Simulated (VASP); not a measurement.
A run of VASP 6.6.1:

Contents of INCAR:

```
PREC     = Accurate       # precision mode
ENCUT    = 600            # plane-wave cutoff, eV
EDIFF    = 1E-6           # SCF threshold, eV
ISMEAR   = -1             # smearing method
SIGMA    = 0.03           # smearing width, eV
LREAL    = F              # projectors in reciprocal space
LASPH    = T              # aspherical terms in the spheres
NELM     = 100            # most SCF steps
ALGO     = Normal         # electronic algorithm
ISIF     = 3              # what is computed and relaxed
LWAVE    = F              # write WAVECAR
LCHARG   = F              # write CHGCAR
GGA      = PS             # functional
IBRION   = 2              # ionic algorithm
NSW      = 100            # ionic steps
EDIFFG   = -0.01          # ionic threshold
```

KPOINTS

```
Automatic mesh
0
Gamma
  6 6 6
```

The input POSCAR:

```
GaP
1.0
    0.0000000000      2.7258124900      2.7258124900
    2.7258124900      0.0000000000      2.7258124900
    2.7258124900      2.7258124900      0.0000000000
Ga P
1 1
Direct
    0.0000000000      0.0000000000      0.0000000000
    0.5000000000      0.5000000000      0.5000000000
```

Potentials or basis: VASP PAW PBE potentials, release 64 (Ga_d, P).

The run is started by

```console
$ cat potpaw_PBE.64/Ga_d/POTCAR potpaw_PBE.64/P/POTCAR > POTCAR
$ mpirun -np 1 vasp_std > vasp.out
```

Hardware: 1 thread of AMD EPYC 9R45 96-Core Processor (Zen 5), with other jobs on the host.

Estimate the wall time of this run.

It took 34 s on 1 thread of AMD EPYC 9R45 96-Core Processor (Zen 5), with other jobs on the host, peak memory 0.16 GiB. Counts: scf iterations 68, k points 16, ion steps 15.
